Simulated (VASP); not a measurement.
Wanted: the native input for a VASP 6.6.1 run.

- Task: single point
- Functional: PBE
- Potentials or basis: VASP PAW PBE potentials, release 64 (Ti_sv)
- Cutoff: 320 eV
- k mesh: 15 × 15 × 15
- Occupations: tetrahedron, width 0.1 eV
- Spin: no spin polarisation
- Tolerance level: tight
- Purpose: density of states
- K density: 13 × 13 × 13
- Further INCAR settings: ALGO = Normal; EDIFF = 1e-06; NBANDS = 20

Crystal: Ti.

```xyz
1
Lattice="0.0000 2.0300 2.0300 2.0300 0.0000 2.0300 2.0300 2.0300 0.0000" Properties=species:S:1:pos:R:3 pbc="T T T"
Ti    0.0000    0.0000    0.0000
```

This isn't the form of Ti at room conditions, which is hcp.

The input as run:

POSCAR

```
Ti
1.0
    0.0000000000      2.0300000000      2.0300000000
    2.0300000000      0.0000000000      2.0300000000
    2.0300000000      2.0300000000      0.0000000000
Ti
1
Direct
    0.0000000000      0.0000000000      0.0000000000
```

INCAR.step1

```
SYSTEM = Ti
  GGA = PE
  ISMEAR = 1
  SIGMA = 0.1
  LWAVE = .False.
  LCHARG = .True.
  NBANDS = 20
  PREC = Accurate
  LASPH = .True.
  LREAL = .False.
  ALGO = Normal
  EDIFF = 1E-6
  NELM = 120
  GGA_COMPAT = .False.
  ENCUT = 320
  LMAXMIX = 4
```

KPOINTS.step1

```
k-points
0
Gamma
  13 13 13
```

INCAR.step2

```
SYSTEM = Ti
  GGA = PE
  ISMEAR = -5
  LWAVE = .False.
  LCHARG = .False.
  NBANDS = 20
  PREC = Accurate
  LASPH = .True.
  LREAL = .False.
  ALGO = Normal
  EDIFF = 1E-6
  NELM = 120
  GGA_COMPAT = .False.
  ENCUT = 320
  LMAXMIX = 4
  NEDOS = 2001
  LORBIT = 11
  EMIN = -8.3883
  EMAX = 16.6117
  ICHARG = 11
```

KPOINTS.step2

```
Automatic mesh
0
Gamma
  15 15 15
  0 0 0
```

Potentials or basis: VASP PAW PBE potentials, release 64 (Ti_sv).

The run is started by

```console
$ cat potpaw_PBE.64/Ti_sv/POTCAR > POTCAR
$ cp INCAR.step1 INCAR
$ cp KPOINTS.step1 KPOINTS
$ mpirun -np 1 vasp_std > vasp.out
$ cp INCAR.step2 INCAR
$ cp KPOINTS.step2 KPOINTS
$ mpirun -np 1 vasp_std > vasp.out
```

Results of the run:

```yaml
Valence_electrons_inside_the_program's_atomic_spheres: Ti 10.29
Density_of_states_at_the_Fermi_level: 1.72 states/eV/atom
```

Run time: 11 s on 1 thread of Intel(R) Xeon(R) 6975P-C (Granite Rapids) (shared host), peak memory 0.12 GiB.
